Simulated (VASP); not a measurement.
A run of VASP 6.6.1 is set up as follows.

INCAR

```
ALGO = Normal
EDIFF = 1E-7
ENCUT = 520
GGA = CA
ISIF = 2
ISMEAR = 0
LASPH = T
LCHARG = F
LREAL = F
LWAVE = F
NBANDS = 16
NELM = 60
PREC = Accurate
SIGMA = 0.01
```

File KPOINTS:

```
k-points
0
Gamma
  8 8 8
```

POSCAR

```
ZnS
1.0
    0.0000000000      2.6383575278      2.6383575278
    2.6383575278      0.0000000000      2.6383575278
    2.6383575278      2.6383575278      0.0000000000
Zn S
1 1
Direct
    0.7500000000      0.7500000000      0.7500000000
    0.0000000000      0.0000000000      0.0000000000
```

Potentials or basis: VASP PAW LDA potentials, release 64 (Zn, S).

Command:

```bash
$ cat potpaw_LDA.64/Zn/POTCAR potpaw_LDA.64/S/POTCAR > POTCAR
$ mpirun -np 1 vasp_std > vasp.out
```

(1) What does it give for the pressure?

(2) What does it give for the band gap on the k mesh?

Results:

(1) 1.3 GPa.

(2) 2.21 eV, direct.
